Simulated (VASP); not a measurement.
A run of VASP 6.6.1:

INCAR

```
  PREC = Accurate
  ENCUT = 520
  EDIFF = 1E-6
  ISMEAR = 0
  SIGMA = 0.05
  LREAL = False
  LASPH = True
  NELM = 150
  ALGO = Normal
  ISIF = 2
  LWAVE = False
  LCHARG = False
  ISPIN = 2
  MAGMOM = 0 0 0 0 2 0 0 0
  LORBIT = 11
  LDIPOL = True
  IDIPOL = 3
  DIPOL = 0.5 0.5 0.365
  GGA = PE
  NBANDS = 32
```

KPOINTS

```
Automatic mesh
0
Gamma
  9 9 1
```

File POSCAR:

```
Mg3O5
1.0
    3.0085896345      0.0000000000      0.0000000000
   -1.5042948172      2.6055150530      0.0000000000
    0.0000000000      0.0000000000     22.6402161784
O Mg
5 3
Direct
    0.3333333333      0.6666666667      0.1766767582
    0.0000000000      0.0000000000      0.2851785115
    0.6666666667      0.3333333333      0.3912489372
    0.3333333333      0.6666666667      0.4920543201
    1.0000000000      1.0000000000      0.5520525051
    0.6666666667      0.3333333333      0.2309276348
    0.3333333333      0.6666666667      0.3403531132
    0.0000000000      0.0000000000      0.4520540599
```

Potentials or basis: VASP PAW PBE potentials, release 64 (O, Mg).

Run with:

```bash
$ cat potpaw_PBE.64/O/POTCAR potpaw_PBE.64/Mg/POTCAR > POTCAR
$ mpirun -np 1 vasp_std > vasp.out
```

Hardware: 1 thread of Intel(R) Xeon(R) 6975P-C (Granite Rapids), with other jobs on the host.

Problem. Estimate the wall time of this run.

Solution. It took 4 min on 1 thread of Intel(R) Xeon(R) 6975P-C (Granite Rapids) (shared host), peak memory 0.42 GiB. Counts: scf iterations 59, k points 12.
